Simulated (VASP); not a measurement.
# Ge (Fd-3m) in VASP: settings compared

Aim: see how the results for Ge move with the level of theory and the settings. Levels: PBEsol, r2SCAN. Tasks: single point.

Program: VASP 6.6.1. These are calculated values, not measurements. Logs are shortened: lines on timing, memory, paths and dates and some standing lists are left out, and cuts for length are marked.

**Experimental background.**

From “Electronic and optical properties of SixGe1-x-ySny alloys lattice-matched to Ge”, 2021, arxiv:2109.02782, for a bulk crystal of Ge: band gap 0.807 eV (direct) at 300 K; band gap 0.666 eV (indirect) at 293 K.

The results are compared with them further down.

**1. The cell of the first run**

The structure is cubic, space group Fd-3m (No. 227). Conventional cell: a = 5.676 Å, b = 5.676 Å, c = 5.676 Å, α = 90.00°, β = 90.00°, γ = 90.00°. Ge (site symmetry -43m) has 4 Ge at 2.46 Å within 3.2 Å.

**2. Single point, PBEsol**

INCAR

```
SYSTEM = Ge
PREC = Accurate
ENCUT = 520
EDIFF = 1E-7
ISMEAR = 0
SIGMA = 0.1
LREAL = .FALSE.
LASPH = .TRUE.
NELM = 60
ALGO = Normal
ISIF = 2
LWAVE = .FALSE.
LCHARG = .FALSE.
GGA = PS
NBANDS = 21
```

KPOINTS

```
regular mesh
0
G
  10 10 10
  0 0 0
```

POSCAR

```
Ge
1.0
    0.0000000000      2.8378497149      2.8378497149
    2.8378497149      0.0000000000      2.8378497149
    2.8378497149      2.8378497149      0.0000000000
Ge
2
Direct
    0.0000000000      0.0000000000      0.0000000000
    0.2500000000      0.2500000000      0.2500000000
```

Potentials or basis: VASP PAW PBE potentials, release 64 (Ge_d).

Command:

```console
> cat potpaw_PBE.64/Ge_d/POTCAR > POTCAR
> mpirun -np 1 vasp_std > vasp.out
```

OUTCAR:

```text
SYSTEM = Ge
   PREC = Accurate
   ENCUT = 520
   EDIFF = 1E-7
   ISMEAR = 0
   LREAL = .FALSE.
   LASPH = .TRUE.
   NELM = 60
   ISIF = 2
   GGA = PS

 ion  position               nearest neighbor table
   1  0.000  0.000  0.000-   2 2.46   2 2.46   2 2.46   2 2.46
   2  0.250  0.250  0.250-   1 2.46   1 2.46   1 2.46   1 2.46

  LATTYP: Found a face centered cubic cell.
 ALAT       =     5.6756994298

  Lattice vectors:

 A1 = (   0.0000000000,   2.8378497149,   2.8378497149)
 A2 = (   2.8378497149,   0.0000000000,   2.8378497149)
 A3 = (   2.8378497149,   2.8378497149,   0.0000000000)

Analysis of symmetry for initial positions (statically):
=====================================================================
 Subroutine PRICEL returns:
 Original cell was already a primitive cell.

 Routine SETGRP: Setting up the symmetry group for a
 face centered cubic supercell.

 Subroutine GETGRP returns: Found 48 space group operations
 (whereof 24 operations were pure point group operations)
 out of a pool of 48 trial point group operations.

The static configuration has the point symmetry T_d .
 The point group associated with its full space group is O_h .

Analysis of symmetry for dynamics (positions and initial velocities):
=====================================================================
 Subroutine PRICEL returns:
 Original cell was already a primitive cell.

 Routine SETGRP: Setting up the symmetry group for a
 face centered cubic supercell.

 Subroutine GETGRP returns: Found 48 space group operations
 (whereof 24 operations were pure point group operations)
 out of a pool of 48 trial point group operations.

The dynamic configuration has the point symmetry T_d .
 The point group associated with its full space group is O_h .

 Subroutine INISYM returns: Found 48 space group operations
 (whereof 24 operations are pure point group operations),
 and found     1 'primitive' translations

----------------------------------------------------------------------------------------

                                     Primitive cell

  volume of cell :      45.7086

  direct lattice vectors                    reciprocal lattice vectors
     0.000000000  2.837849715  2.837849715    -0.176189739  0.176189739  0.176189739
     2.837849715  0.000000000  2.837849715     0.176189739 -0.176189739  0.176189739
     2.837849715  2.837849715  0.000000000     0.176189739  0.176189739 -0.176189739

  length of vectors
     4.013325555  4.013325555  4.013325555     0.305169579  0.305169579  0.305169579
[... 74 lines left out ...]
   ICHARG =      2    charge: 1-file 2-atom 10-const
   ISPIN  =      1    spin polarized calculation?
   LNONCOLLINEAR =      F non collinear calculations
   LSORBIT =      F    spin-orbit coupling
   LASPH  =      T    aspherical Exc in radial PAW
   ENCUT  =  520.0 eV  38.22 Ry    6.18 a.u.   7.46  7.46  7.46*2*pi/ulx,y,z
   NELM   =     60;   NELMIN=  2; NELMDL= -5     # of ELM steps
   EDIFF  = 0.1E-06   stopping-criterion for ELM
   LREAL  =      F    real-space projection
   EDIFFG = 0.1E-05   stopping-criterion for IOM
   NSW    =      0    number of steps for IOM
   IBRION =     -1    ionic relax: 0-MD 1-quasi-New 2-CG
   NFREE  =      0    steps in history (QN), initial steepest desc. (CG)
   ISIF   =      2    stress and relaxation
   ISYM   =      2    0-nonsym 1-usesym 2-fastsym
   POTIM  = 0.5000    time-step for ionic-motion
   TEBEG  =    0.0;   TEEND  =   0.0 temperature during run
   PSTRESS=    0.0 pullay stress
   NELECT =      28.0000    total number of electrons
   NUPDOWN=      -1.0000    fix difference up-down
   EMIN   =  10.00;   EMAX   =-10.00  energy-range for DOS
   EFERMI =   0.00;   METHOD = LEGACY
   ISMEAR =     0;   SIGMA  =   0.10  broadening in eV -4-tet -1-fermi 0-gaus
   EFERMI_NEDOS =   21; number of points for ismear=-14 and -15
   IALGO  =     38    algorithm
   IMIX   =      4    mixing-type and parameters
     AMIX     =   0.40;   BMIX     =  1.00
     AMIX_MAG =   1.60;   BMIX_MAG =  1.00
  volume/ion in A,a.u.               =      22.85       154.23
  Fermi-wavevector in a.u.,A,eV,Ry     =   1.390363  2.627405 26.301538  1.933109
  Thomas-Fermi vector in A             =   2.514305
   LORBIT       =      0    0 simple, 1 ext, 2 COOP (PROOUT), +10 PAW based schemes
   GGA     = PS    functional components
   LHFCALC =     F    Hartree Fock is set to
   AEXX    =    0.0000 exact exchange contribution
   IVDW    =     0    specifies the selected vdW correction
   LEPSILON=     F    determine dielectric tensor
   LRPA    =     F    only Hartree local field effects (RPA)
 non-spin polarized calculation
 Gauss-broadening in eV      SIGMA  =   0.10
  energy-cutoff  :      520.00
  volume of cell :       45.71
 maximum number of plane-waves:      1251
 NGX is ok and might be reduce to    30
   NGX = 15   NGY = 15   NGZ = 15

 number of electron      28.0000014 magnetization

 Free energy of the ion-electron system (eV)
  ---------------------------------------------------
  ext. energy  EPLUGINS =         0.00000000
  ---------------------------------------------------
  free energy    TOTEN  =        -9.87143966 eV

  energy without entropy =       -9.87111573  energy(sigma->0) =       -9.87127770

 E-fermi :   4.7762     XC(G=0): -10.0835

 val. band max:        4.7701166424   @ k =   0.0000   0.0000   0.0000
 cond. band min:       4.8640059580   @ k =   0.5000   0.0000   0.0000
 fundamental gap:      0.0938893156
 Fermi energy:         4.7761737850

 k-point     1 :       0.0000    0.0000    0.0000
  band No.  band energies     occupation
      1     -19.9796      2.00000
      2     -19.9796      2.00000
      3     -19.9796      2.00000
      4     -19.9438      2.00000
      5     -19.9438      2.00000
      6     -19.7367      2.00000
[... 565 lines left out ...]
     20      16.2415      0.00000
     21      16.4754      0.00000

 [... further k-points ...]
[... 5 lines left out ...]
  --------------------------------------------------------------------------------------
  -------------------------------------------------------------------------------------
  Total       -0.0258407     -0.0258407     -0.0258407      0.0000000      0.0000000      0.0000000
  in kB       -0.9057667     -0.9057667     -0.9057667      0.0000000      0.0000000      0.0000000
  external PRESSURE =      -0.9057667 kB  Pullay stress =       0.0000000 kB

 VOLUME and BASIS-vectors are now :
 -----------------------------------------------------------------------------
  energy-cutoff  :      520.00
  volume of cell :       45.71
      direct lattice vectors                 reciprocal lattice vectors
     0.000000000  2.837849715  2.837849715    -0.176189739  0.176189739  0.176189739
     2.837849715  0.000000000  2.837849715     0.176189739 -0.176189739  0.176189739
     2.837849715  2.837849715  0.000000000     0.176189739  0.176189739 -0.176189739

 POSITION                                       TOTAL-FORCE (eV/Angst)
 -----------------------------------------------------------------------------------
      0.00000      0.00000      0.00000        -0.000000     -0.000000     -0.000000
      1.41892      1.41892      1.41892         0.000000      0.000000      0.000000
 -----------------------------------------------------------------------------------
    total drift:                                0.000000     -0.000000      0.000000

  FREE ENERGIE OF THE ION-ELECTRON SYSTEM (eV)
  ---------------------------------------------------
  free  energy   TOTEN  =        -9.8714396613 eV

  energy  without entropy=       -9.8711157318  energy(sigma->0) =       -9.87127770
```

OSZICAR:

```text
N       E                     dE             d eps       ncg     rms          rms(c)
DAV:   1     0.187271854548E+03    0.18727E+03   -0.14445E+04  2227   0.361E+03
DAV:   2     0.177090335451E+02   -0.16956E+03   -0.16449E+03  1979   0.624E+02
DAV:   3    -0.910680181979E+01   -0.26816E+02   -0.26658E+02  2254   0.143E+02
DAV:   4    -0.100047224600E+02   -0.89792E+00   -0.89740E+00  2214   0.306E+01
DAV:   5    -0.100197587027E+02   -0.15036E-01   -0.15036E-01  2267   0.438E+00    0.321E+00
DAV:   6    -0.991876491197E+01    0.10099E+00   -0.34602E-02  2637   0.225E+00    0.183E+00
DAV:   7    -0.987033860239E+01    0.48426E-01   -0.57766E-02  2158   0.244E+00    0.159E-01
DAV:   8    -0.987135574998E+01   -0.10171E-02   -0.70532E-03  2248   0.120E+00    0.462E-02
DAV:   9    -0.987141781538E+01   -0.62065E-04   -0.30237E-04  2530   0.290E-01    0.142E-02
DAV:  10    -0.987143927397E+01   -0.21459E-04   -0.28000E-05  2177   0.429E-02    0.521E-03
DAV:  11    -0.987143991695E+01   -0.64298E-06   -0.66541E-06  2735   0.436E-02    0.209E-03
DAV:  12    -0.987143970921E+01    0.20773E-06   -0.10541E-06  2599   0.191E-02    0.261E-04
DAV:  13    -0.987143966135E+01    0.47868E-07   -0.25181E-08  1397   0.173E-03
   1 F= -.98714397E+01 E0= -.98712777E+01  d E =-.323930E-03
```

stdout:

```text
POSCAR found type information on POSCAR Ge
 POSCAR found :  1 types and       2 ions
 scaLAPACK will be used
 -----------------------------------------------------------------------------
|                                                                             |
|                                                                             |
|     You enforced a specific xc type in the INCAR file but a different       |
|     I HOPE YOU KNOW WHAT YOU ARE DOING!                                     |
|                                                                             |
 -----------------------------------------------------------------------------

 LDA part: xc-table for (Slater+PW92), standard interpolation
 POSCAR, INCAR and KPOINTS ok, starting setup
 FFT: planning ... GRIDC
 FFT: planning ... GRID_SOFT
 FFT: planning ... GRID
 WAVECAR not read
 entering main loop
```

Run time: 92 s. Hardware: 1 thread of Intel Xeon 8259CL, shared host; peak memory 0.18 GiB.

Results:

- Free energy: -9.8714 eV
- Pressure: -0.1 GPa
- Band gap on the k mesh: zero (filled and empty bands touch)

Levels at points of the mesh, in eV from the Fermi level:
```tsv
k point	band 12	band 13	band 14	band 15	band 16	band 17
(0.00, 0.00, 0.00)	-0.10	-0.01	-0.01	-0.01	2.52	2.52
(0.50, 0.00, 0.00)	-7.59	-1.40	-1.40	0.09	3.70	3.70
(0.50, 0.50, 0.00)	-8.87	-3.06	-3.06	0.67	0.67	9.41
```

Caveat: semilocal functionals underestimate gaps, and a narrow one can read as zero; the PAW data sets were made with another functional, which shifts forces and pressure a little.

**3. Single point, PBEsol**

INCAR

```
  PREC = Accurate
  ENCUT = 520
  EDIFF = 1E-6
  ISMEAR = 0
  SIGMA = 0.1
  LREAL = False
  LASPH = True
  NELM = 80
  ALGO = Normal
  ISIF = 2
  LWAVE = False
  LCHARG = True
  GGA = PS
  LELF = True
  LVHAR = True
  NBANDS = 21
```

KPOINTS

```
Automatic mesh
0
Gamma
  10 10 10
```

POSCAR

```
Ge
1.0
    0.0000000000      2.8378497150      2.8378497150
    2.8378497150      0.0000000000      2.8378497150
    2.8378497150      2.8378497150      0.0000000000
Ge
2
Direct
    1.0000000000      1.0000000000      0.0000000000
    0.2500000000      0.2500000000      0.2500000000
```

Potentials or basis: VASP PAW PBE potentials, release 64 (Ge_d).

Command:

```console
> cat potpaw_PBE.64/Ge_d/POTCAR > POTCAR
> mpirun -np 1 vasp_std > vasp.out
```

Run time: 92 s. Hardware: 1 thread of Intel Xeon 8259CL, shared host; peak memory 0.18 GiB.

Results (log left out):

```
Free energy            : -9.8714 eV
Pressure               : -0.4 GPa
Band gap on the k mesh : zero (filled and empty bands touch)
```

Levels at points of the mesh, in eV from the Fermi level:
```tsv
k point	band 12	band 13	band 14	band 15	band 16	band 17
(0.00, 0.00, 0.00)	-0.10	-0.01	-0.01	-0.01	2.52	2.52
(0.50, 0.00, 0.00)	-7.59	-1.40	-1.40	0.09	3.70	3.70
(0.50, 0.50, 0.00)	-8.87	-3.06	-3.06	0.67	0.67	9.41
```

Caveat: semilocal functionals underestimate gaps, and a narrow one can read as zero; the PAW data sets were made with another functional, which shifts forces and pressure a little.

**4. Single point, PBEsol**

This run uses another cell than the first one, of 22.64 Å³/atom.

INCAR

```
PREC = Accurate
ENCUT = 520
EDIFF = 1E-6
ISMEAR = 0
SIGMA = 0.1
LREAL = False
LASPH = True
NELM = 100
ALGO = Normal
ISIF = 2
LWAVE = False
LCHARG = False
GGA = PS
NBANDS = 21
```

KPOINTS is that of step 3.

POSCAR

```
Ge
1.0
    0.0000000000      2.8289100000      2.8289100000
    2.8289100000      0.0000000000      2.8289100000
    2.8289100000      2.8289100000      0.0000000000
Ge
2
Direct
    0.0000000000      0.0000000000      0.0000000000
    0.2500000000      0.2500000000      0.2500000000
```

Command:

```console
> cat potpaw_PBE.64/Ge_d/POTCAR > POTCAR
> mpirun -np 1 vasp_std > vasp.out
```

Wall time 82 s (1 thread of Intel Xeon 8259CL, shared host); peak memory 0.18 GiB.

It converged, with:

```yaml
Free_energy: -9.8707 eV
Pressure: 0.2 GPa
Band_gap_on_the_k_mesh: zero (filled and empty bands touch)
```

Levels at points of the mesh, in eV from the Fermi level:
```tsv
k point	band 10	band 11	band 12	band 13	band 14	band 15	band 16	band 17	band 18	band 19
(0.00, 0.00, 0.00)	-24.53	-12.82	-0.03	-0.03	-0.03	-0.03	2.51	2.51	2.51	6.19
(0.50, 0.00, 0.00)	-24.50	-10.72	-7.65	-1.44	-1.44	0.10	3.69	3.69	6.94	10.40
(0.50, 0.50, 0.00)	-24.48	-8.93	-8.93	-3.11	-3.11	0.64	0.64	9.46	9.46	11.49
```

Caveat: semilocal functionals underestimate gaps, and a narrow one can read as zero; the PAW data sets were made with another functional, which shifts forces and pressure a little.

**5. Single point, r2SCAN**

POSCAR

```
Ge
1.0
    0.0000000000      2.8378497150      2.8378497150
    2.8378497150      0.0000000000      2.8378497150
    2.8378497150      2.8378497150      0.0000000000
Ge
2
Direct
    1.0000000000      1.0000000000      0.0000000000
    0.2500000000      0.2500000000      0.2500000000
```

INCAR.step1

```
SYSTEM = Ge
  ALGO = Normal
  EDIFF = 1E-4
  ENCUT = 520
  GGA = PE
  ISMEAR = 0
  LASPH = .True.
  LCHARG = .False.
  LREAL = .False.
  LWAVE = .True.
  NBANDS = 21
  NELM = 100
  PREC = Accurate
  SIGMA = 0.1
```

INCAR.step2

```
SYSTEM = Ge
  ALGO = Normal
  EDIFF = 1E-6
  ENCUT = 520
  ISIF = 2
  ISMEAR = 0
  ISTART = 1
  LASPH = .True.
  LCHARG = .False.
  LMIXTAU = .True.
  LREAL = .False.
  LWAVE = .False.
  METAGGA = R2SCAN
  NBANDS = 21
  NELM = 100
  PREC = Accurate
  SIGMA = 0.1
```

KPOINTS

```
k-points
0
Gamma
  10 10 10
  0 0 0
```

Command:

```console
> cat potpaw_PBE.64/Ge_d/POTCAR > POTCAR
> cp INCAR.step1 INCAR
> mpirun -np 1 vasp_std > vasp.out
> cp INCAR.step2 INCAR
> mpirun -np 1 vasp_std > vasp.out
```

Run time: 4.8 min. Hardware: 1 thread of Intel Xeon 8259CL, shared host; peak memory 0.19 GiB.

Results (log left out):

```
Free energy            : -27.7426 eV
Pressure               : 0.0 GPa
Band gap on the k mesh : 0.31 eV
```

Levels at points of the mesh, in eV from the valence-band top:
| k point | band 12 | band 13 | band 14 | band 15 | band 16 | band 17 |
| --- | --- | --- | --- | --- | --- | --- |
| (0.00, 0.00, 0.00) | 0.00 | 0.00 | 0.00 | 0.31 | 2.71 | 2.71 |
| (0.50, 0.00, 0.00) | -7.82 | -1.47 | -1.47 | 0.41 | 3.99 | 3.99 |
| (0.50, 0.50, 0.00) | -9.18 | -3.19 | -3.19 | 0.98 | 0.98 | 10.02 |

Caveat: semilocal functionals underestimate gaps, and a narrow one can read as zero; the PAW data sets were made with another functional, which shifts forces and pressure a little.

**6. Summary**

| level | cell | gap on the mesh (eV) | pressure (GPa) |
| --- | --- | --- | --- |
| PBEsol | a = 4.013 Å, angles 60.0°, 2 atoms | none | -0.4 |
| PBEsol | a = 4.001 Å, angles 60.0°, 2 atoms | none | 0.2 |
| r2SCAN | a = 4.013 Å, angles 60.0°, 2 atoms | 0.31 | 0.0 |

Alike in all rows: task single point; potentials or basis VASP PAW PBE potentials, release 64 (Ge_d); no spin polarisation; k mesh 10 × 10 × 10; cutoff (eV) 520; smearing gaussian 0.1 eV.

Caveats: semilocal functionals underestimate gaps, and a narrow one can read as zero; the PAW data sets were made with another functional, which shifts forces and pressure a little.

Absolute energies hang on the potentials; compare differences alone.

**7. Against experiment**

Step 2. Measured gap of Ge: 0.807 eV (direct; 300 K; “Electronic and optical properties of SixGe1-x-ySny alloys lattice-matched to Ge”, 2021, arxiv:2109.02782). This calculation gives 0.00 eV (-0.81 eV). 3 values of this kind are on record (0.666 to 0.807 eV); this one was drawn at random among those near their median. Spin-orbit coupling on Ge is left out. The value is that of PBEsol on a finite k mesh, which can miss the band edges, without temperature or zero-point motion. Semilocal functionals fall short of measured gaps as a rule.

Step 3. Against the measured gap of Ge, 0.807 eV (direct; 300 K; “Electronic and optical properties of SixGe1-x-ySny alloys lattice-matched to Ge”, 2021, arxiv:2109.02782), the calculated 0.00 eV is off by -0.81 eV. 3 values of this kind are on record (0.666 to 0.807 eV); this one was drawn at random among those near their median. Spin-orbit coupling on Ge is left out. The value is that of PBEsol on a finite k mesh, which can miss the band edges, without temperature or zero-point motion. Semilocal functionals fall short of measured gaps as a rule.

Step 4. Against the measured gap of Ge, 0.666 eV (indirect; 293 K; “Electronic and optical properties of SixGe1-x-ySny alloys lattice-matched to Ge”, 2021, arxiv:2109.02782), the calculated 0.00 eV is off by -0.67 eV. 3 values of this kind are on record (0.666 to 0.807 eV); this one was drawn at random among those near their median. Spin-orbit coupling on Ge is left out. The value is that of PBEsol on a finite k mesh, which can miss the band edges, without temperature or zero-point motion. Semilocal functionals fall short of measured gaps as a rule.

Step 5. A measured gap of Ge is 0.666 eV (indirect; 293 K; “Electronic and optical properties of SixGe1-x-ySny alloys lattice-matched to Ge”, 2021, arxiv:2109.02782); the calculated 0.31 eV misses it by -0.35 eV. 3 values of this kind are on record (0.666 to 0.807 eV); this one was drawn at random among those near their median. Spin-orbit coupling on Ge is left out. The value is that of r2SCAN on a finite k mesh, which can miss the band edges, without temperature or zero-point motion.

The gap in the log of VASP goes by the Fermi energy; the results here count the filled bands.